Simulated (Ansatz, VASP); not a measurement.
**One calculation of Ti8Al23, two programs**

```xyz
31
Lattice="7.6895 0.0000 0.0000 0.0000 7.6895 0.0000 0.0000 0.0000 8.6237" Properties=species:S:1:pos:R:3 pbc="T T T"
Ti    0.0016    0.0056   -0.0011
Ti    1.9203    1.9213    4.3034
Ti    0.0024    3.8331   -0.0020
Ti    1.9332    5.7652    4.3197
Ti    3.8460   -0.0086    0.0130
Ti    5.7762    1.9209    4.3047
Ti    3.8467    3.8488    0.0118
Ti    5.7621    5.7657    4.3202
Al    0.0033   -0.0117    4.3117
Al    1.9316    1.9198    0.0516
Al    0.0042    1.9207    2.1738
Al    1.9264    0.0000    6.4708
Al    0.0028    1.9205    6.4949
Al    1.9293    0.0014    2.1588
Al    0.0031    3.8535    4.3124
Al    1.9137    5.7651    0.0064
Al    0.0031    5.7647    2.1597
Al    1.9271    3.8409    6.4704
Al    0.0020    5.7650    6.4715
Al    1.9287    3.8409    2.1581
Al    3.8481    0.0054    4.2668
Al    5.7612    1.9197    0.0538
Al    5.7670    0.0016    6.4707
Al    3.8466    1.9201    6.4703
Al    5.7683    0.0008    2.1597
Al    3.8488    3.8367    4.2676
Al    5.7794    5.7641    0.0047
Al    3.8484    5.7648    2.1433
Al    5.7664    3.8406    6.4711
Al    3.8470    5.7659    6.4477
Al    5.7676    3.8399    2.1574
```

Alike in both runs: functional PBE; k mesh 2 × 2 × 2; occupations methfessel-paxton of order 1, width 0.1 eV; no spin polarisation.

Ansatz relaxed the structure, and its values are those at the end. VASP's run is a single point on that final structure, the one shown.

```csv
,VASP,Ansatz
version,VASP 6.6.1,Ansatz 0.2.0
potentials or method,"VASP PAW PBE potentials, release 64 (Ti_sv, Al), cutoff 520 eV",plane-wave PAW DFT
valence electrons in the cell,165,165
```

|  | VASP | Ansatz | Ansatz less VASP |
| --- | --- | --- | --- |
| rms of the force components (eV/Å) | 0.006 | 0.006 | -0.0002 |

With one functional, cell and mesh, what is left measures potentials, basis and numerics.

The k mesh is coarse, so the values compare programs but aren't converged.
